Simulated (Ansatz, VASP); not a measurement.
## Two plane-wave programs on FeO

```xyz
2
Lattice="0.0000 2.1554 2.1554 2.1554 0.0000 2.1554 2.1554 2.1554 0.0000" Properties=species:S:1:pos:R:3 pbc="T T T"
Fe    0.0000    0.0000    0.0000
O     2.4206    2.4206    2.1554
```

Change from the starting cell: all O atoms moved +0.375 Å, as atom 2 along Cartesian [1 1 0].

Alike in both runs: task single point; functional PBEsol; k mesh 20 × 20 × 20; occupations gaussian, width 0.15 eV; collinear spin.

```csv
,VASP,Ansatz
version,VASP 6.6.1,Ansatz 0.2.0
potentials or method,"VASP PAW PBE potentials, release 64 (Fe, O), cutoff 520 eV","scalar-relativistic, plane waves, PAW"
valence electrons in the cell,14,22
```

```tsv
	VASP	Ansatz	Ansatz less VASP
gap on the k mesh at the Fermi level (eV)	none	none	-
pressure (GPa)	3.7	3.0	-0.68
traceless stress, the component that is largest in VASP (GPa)	-11.74	-11.36	+0.384
rms of the force components (eV/Å)	0.859	0.813	-0.0459
net moment per atom (μB)	1.98	1.99	+0.002
size of the moment on the site where the two differ most (μB)	3.54	3.20	-0.338
```

VASP's potentials were made for PBE, not for PBEsol. Site moments also hang on the region over which each program counts them. Atom by atom the forces differ by 0.046 eV/Å (rms over components). A gap of «none» marks a metal or a gap that the smearing closes. With one functional, cell and mesh, what is left measures potentials, basis and numerics. VASP's potentials hold 14 valence electrons a cell and Ansatz's 22, so a difference there can come from the potentials and not from the codes.
